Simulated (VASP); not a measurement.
# AgBr (Fm-3m) in VASP: further runs

AgBr is run at these levels: PBE; tasks: electric field gradients, density of states.

Program: VASP 6.6.1. These are calculated values, not measurements. Logs are shortened: lines on timing, memory, paths and dates and some standing lists are left out, and cuts for length are marked.

## 1. The cell of the first run

Symmetry: Fm-3m, No. 225, cubic system. The conventional cell has a = 5.820 Å, b = 5.820 Å, c = 5.820 Å, α = 90.00°, β = 90.00°, γ = 90.00°. Ag (site symmetry m-3m) has 6 Br at 2.91 Å within 3.8 Å. Br (site symmetry m-3m) has 6 Ag at 2.91 Å within 3.8 Å.

## 2. Electric field gradients, PBE (volume scaled by 1.025)

Contents of INCAR:

```
SYSTEM = AgBr
PREC = Accurate
ENCUT = 400
EDIFF = 1E-8
ISMEAR = -1
SIGMA = 0.02
LREAL = .FALSE.
LASPH = .TRUE.
NELM = 120
ALGO = Normal
ISIF = 2
LWAVE = .FALSE.
LCHARG = .FALSE.
GGA = PE
LEFG = .TRUE.
NBANDS = 16
GGA_COMPAT = .FALSE.
```

Contents of KPOINTS:

```
Automatic mesh
0
G
  7 7 7
  0 0 0
```

Contents of POSCAR:

```
AgBr
1.0
    0.0000000000      2.9099027346      2.9099027346
    2.9099027346      0.0000000000      2.9099027346
    2.9099027346      2.9099027346      0.0000000000
Ag Br
1 1
Direct
    0.5000000000      0.5000000000      0.5000000000
    0.0000000000      0.0000000000      0.0000000000
```

Potentials or basis: VASP PAW PBE potentials, release 64 (Ag, Br).

Run with:

```console
$ cat potpaw_PBE.64/Ag/POTCAR potpaw_PBE.64/Br/POTCAR > POTCAR
$ mpirun -np 1 vasp_std > vasp.out
```

OUTCAR:

```text
SYSTEM = AgBr
   PREC = Accurate
   ENCUT = 400
   EDIFF = 1E-8
   ISMEAR = -1
   LREAL = .FALSE.
   LASPH = .TRUE.
   NELM = 120
   ISIF = 2
   GGA = PE

 ion  position               nearest neighbor table
   1  0.500  0.500  0.500-   2 2.91   2 2.91   2 2.91   2 2.91   2 2.91   2 2.91
   2  0.000  0.000  0.000-   1 2.91   1 2.91   1 2.91   1 2.91   1 2.91   1 2.91

  LATTYP: Found a face centered cubic cell.
 ALAT       =     5.8198054692

  Lattice vectors:

 A1 = (   0.0000000000,   2.9099027346,   2.9099027346)
 A2 = (   2.9099027346,   0.0000000000,   2.9099027346)
 A3 = (   2.9099027346,   2.9099027346,   0.0000000000)

Analysis of symmetry for initial positions (statically):
=====================================================================
 Subroutine PRICEL returns:
 Original cell was already a primitive cell.

 Routine SETGRP: Setting up the symmetry group for a
 face centered cubic supercell.

 Subroutine GETGRP returns: Found 48 space group operations
 (whereof 48 operations were pure point group operations)
 out of a pool of 48 trial point group operations.

The static configuration has the point symmetry O_h .

Analysis of symmetry for dynamics (positions and initial velocities):
=====================================================================
 Subroutine PRICEL returns:
 Original cell was already a primitive cell.

 Routine SETGRP: Setting up the symmetry group for a
 face centered cubic supercell.

 Subroutine GETGRP returns: Found 48 space group operations
 (whereof 48 operations were pure point group operations)
 out of a pool of 48 trial point group operations.

The dynamic configuration has the point symmetry O_h .

 Subroutine INISYM returns: Found 48 space group operations
 (whereof 48 operations are pure point group operations),
 and found     1 'primitive' translations

----------------------------------------------------------------------------------------

                                     Primitive cell

  volume of cell :      49.2794

  direct lattice vectors                    reciprocal lattice vectors
     0.000000000  2.909902735  2.909902735    -0.171827049  0.171827049  0.171827049
     2.909902735  0.000000000  2.909902735     0.171827049 -0.171827049  0.171827049
     2.909902735  2.909902735  0.000000000     0.171827049  0.171827049 -0.171827049

  length of vectors
     4.115223912  4.115223912  4.115223912     0.297613179  0.297613179  0.297613179

  position of ions in fractional coordinates (direct lattice)
     0.500000000  0.500000000  0.500000000
     0.000000000  0.000000000  0.000000000

  ion indices of the primitive-cell ions
   primitive index   ion index
                 1           1
                 2           2

----------------------------------------------------------------------------------------

 KPOINTS: Automatic mesh

Automatic generation of k-mesh.
 Grid dimensions read from file:
 generate k-points for:    7    7    7

 Generating k-lattice:

  Cartesian coordinates                     Fractional coordinates (reciprocal lattice)
    -0.024546721  0.024546721  0.024546721     0.142857143  0.000000000  0.000000000
     0.024546721 -0.024546721  0.024546721     0.000000000  0.142857143  0.000000000
     0.024546721  0.024546721 -0.024546721     0.000000000  0.000000000  0.142857143

  Length of vectors
     0.042516168  0.042516168  0.042516168

  Shift w.r.t. Gamma in fractional coordinates (k-lattice)
     0.000000000  0.000000000  0.000000000

 Subroutine IBZKPT returns following result:
 ===========================================

 Found     20 irreducible k-points:

 Following reciprocal coordinates:
            Coordinates               Weight
  0.000000  0.000000  0.000000      1.000000
  0.142857  0.000000  0.000000      8.000000
  0.285714  0.000000  0.000000      8.000000
  0.428571  0.000000  0.000000      8.000000
  0.142857  0.142857  0.000000      6.000000
  0.285714  0.142857  0.000000     24.000000
[... 12 lines left out ...]
 -0.428571  0.428571  0.142857     24.000000
 -0.285714  0.428571  0.142857     24.000000
   k-points           NKPTS =     20   k-points in BZ     NKDIM =     20   number of bands    NBANDS=     16
   number of dos      NEDOS =    301   number of ions     NIONS =      2
   total plane-waves  NPLWV =  21952
   dimension x,y,z NGX =    28 NGY =   28 NGZ =   28
   dimension x,y,z NGXF=    56 NGYF=   56 NGZF=   56
   ions per type =               1   1
   NGX,Y,Z   is equivalent  to a cutoff of  11.31, 11.31, 11.31 a.u.
   NGXF,Y,Z  is equivalent  to a cutoff of  22.62, 22.62, 22.62 a.u.
 SYSTEM =  AgBr
   PREC   = accura    normal or accurate (medium, high low for compatibility)
   ISTART =      0    job   : 0-new  1-cont  2-samecut
   ICHARG =      2    charge: 1-file 2-atom 10-const
   ISPIN  =      1    spin polarized calculation?
   LNONCOLLINEAR =      F non collinear calculations
   LSORBIT =      F    spin-orbit coupling
   LASPH  =      T    aspherical Exc in radial PAW
   ENCUT  =  400.0 eV  29.40 Ry    5.42 a.u.   6.71  6.71  6.71*2*pi/ulx,y,z
   NELM   =    120;   NELMIN=  2; NELMDL= -5     # of ELM steps
   EDIFF  = 0.1E-07   stopping-criterion for ELM
   LREAL  =      F    real-space projection
   EDIFFG = 0.1E-06   stopping-criterion for IOM
   NSW    =      0    number of steps for IOM
   IBRION =     -1    ionic relax: 0-MD 1-quasi-New 2-CG
   NFREE  =      0    steps in history (QN), initial steepest desc. (CG)
   ISIF   =      2    stress and relaxation
   ISYM   =      2    0-nonsym 1-usesym 2-fastsym
   POTIM  = 0.5000    time-step for ionic-motion
   TEBEG  =    0.0;   TEEND  =   0.0 temperature during run
   PSTRESS=    0.0 pullay stress
   NELECT =      18.0000    total number of electrons
   NUPDOWN=      -1.0000    fix difference up-down
   EMIN   =  10.00;   EMAX   =-10.00  energy-range for DOS
   EFERMI =   0.00;   METHOD = LEGACY
   ISMEAR =    -1;   SIGMA  =   0.02  broadening in eV -4-tet -1-fermi 0-gaus
   EFERMI_NEDOS =   21; number of points for ismear=-14 and -15
   IALGO  =     38    algorithm
   IMIX   =      4    mixing-type and parameters
     AMIX     =   0.40;   BMIX     =  1.00
     AMIX_MAG =   1.60;   BMIX_MAG =  1.00
  volume/ion in A,a.u.               =      24.64       166.28
  Fermi-wavevector in a.u.,A,eV,Ry     =   1.170246  2.211444 18.632851  1.369476
  Thomas-Fermi vector in A             =   2.306707
   LORBIT       =      0    0 simple, 1 ext, 2 COOP (PROOUT), +10 PAW based schemes
   GGA     = PE    functional components
   LHFCALC =     F    Hartree Fock is set to
   AEXX    =    0.0000 exact exchange contribution
   IVDW    =     0    specifies the selected vdW correction
   LEPSILON=     F    determine dielectric tensor
   LRPA    =     F    only Hartree local field effects (RPA)
 non-spin polarized calculation
  energy-cutoff  :      400.00
  volume of cell :       49.28
 maximum number of plane-waves:       911
   NGX = 13   NGY = 13   NGZ = 13

 number of electron      17.9999992 magnetization

 Free energy of the ion-electron system (eV)
  ---------------------------------------------------
  ext. energy  EPLUGINS =         0.00000000
  ---------------------------------------------------
  free energy    TOTEN  =        -4.99869089 eV

  energy without entropy =       -4.99869089  energy(sigma->0) =       -4.99869089

 E-fermi :   3.4678     XC(G=0):  -9.6511

 val. band max:        3.0582007492   @ k =   0.4286   0.0000   0.0000
 cond. band min:       3.8074641015   @ k =   0.0000   0.0000   0.0000
 fundamental gap:      0.7492633523
 Fermi energy:         3.4677908196

 k-point     1 :       0.0000    0.0000    0.0000
  band No.  band energies     occupation
      1     -11.6964      2.00000
      2       0.4967      2.00000
      3       0.4967      2.00000
      4       0.4969      2.00000
      5       0.4969      2.00000
      6       0.4969      2.00000
[... 8 lines left out ...]
     15      14.7423      0.00000
     16      14.7423      0.00000
[... 343 lines left out ...]
 k-point    20 :      -0.2857    0.4286    0.1429
  band No.  band energies     occupation
      1     -11.2486      2.00000
      2      -0.9129      2.00000
      3      -0.6213      2.00000
      4      -0.5341      2.00000
      5       0.7385      2.00000
      6       0.8261      2.00000
[... 8 lines left out ...]
     15      15.8162      0.00000
     16      18.2375      0.00000

------------------------ aborting loop because EDIFF is reached ----------------------------------------

  FORCE on cell =-STRESS in cart. coord.  units (eV):
  Direction    XX          YY          ZZ          XY          YZ          ZX
  --------------------------------------------------------------------------------------
  -------------------------------------------------------------------------------------
  Total        0.0628641      0.0628641      0.0628641     -0.0000000     -0.0000000      0.0000000
  in kB        2.0438455      2.0438455      2.0438455     -0.0000000     -0.0000000      0.0000000
  external PRESSURE =       2.0438455 kB  Pullay stress =       0.0000000 kB

 VOLUME and BASIS-vectors are now :
 -----------------------------------------------------------------------------
  energy-cutoff  :      400.00
  volume of cell :       49.28
      direct lattice vectors                 reciprocal lattice vectors
     0.000000000  2.909902735  2.909902735    -0.171827049  0.171827049  0.171827049
     2.909902735  0.000000000  2.909902735     0.171827049 -0.171827049  0.171827049
     2.909902735  2.909902735  0.000000000     0.171827049  0.171827049 -0.171827049

 POSITION                                       TOTAL-FORCE (eV/Angst)
 -----------------------------------------------------------------------------------
      2.90990      2.90990      2.90990         0.000000      0.000000      0.000000
      0.00000      0.00000      0.00000        -0.000000     -0.000000     -0.000000
 -----------------------------------------------------------------------------------
    total drift:                                0.000000      0.000000      0.000000

  FREE ENERGIE OF THE ION-ELECTRON SYSTEM (eV)
  ---------------------------------------------------
  free  energy   TOTEN  =        -4.9986908868 eV

  energy  without entropy=       -4.9986908866  energy(sigma->0) =       -4.99869089

 Electric field gradients (V/A^2)
---------------------------------------------------------------------
 ion       V_xx      V_yy      V_zz      V_xy      V_xz      V_yz
---------------------------------------------------------------------
   1      -0.000     0.000    -0.000    -0.001    -0.001    -0.001
   2      -0.000    -0.000    -0.000     0.001     0.001     0.001
---------------------------------------------------------------------

 Electric field gradients after diagonalization (V/A^2)
 (convention: |V_zz| > |V_xx| > |V_yy|)
----------------------------------------------------------------------
 ion       V_xx      V_yy      V_zz     asymmetry (V_yy - V_xx)/ V_zz
----------------------------------------------------------------------
   1       0.001     0.001    -0.001       0.000
   2      -0.001    -0.001     0.001       0.000
----------------------------------------------------------------------

           NMR quadrupolar parameters

 Cq : quadrupolar parameter    Cq=e*Q*V_zz/h
 eta: asymmetry parameters     (V_yy - V_xx)/ V_zz
 Q  : nuclear electric quadrupole moment in mb (millibarn)
----------------------------------------------------------------------
 ion       Cq(MHz)       eta       Q (mb)
----------------------------------------------------------------------
   1      -0.000       0.000       1.000
   2       0.000       0.000       1.000
----------------------------------------------------------------------
```

It took 7.5 s on 1 thread of Intel Xeon 6975P-C (Granite Rapids), shared host; peak memory 0.15 GiB.

Results:

| Property | Result |
| --- | --- |
| Free energy | -4.9987 eV |
| Pressure | 0.2 GPa |
| Band gap on the k mesh | 0.75 eV, indirect (least direct gap 2.47 eV) |

Caveat: without QUAD_EFG the Cq values of the log hold for a quadrupole moment of 1 mb, not for the nuclei. A k mesh can miss the band edges.

(Continued in part 2 of 2.)
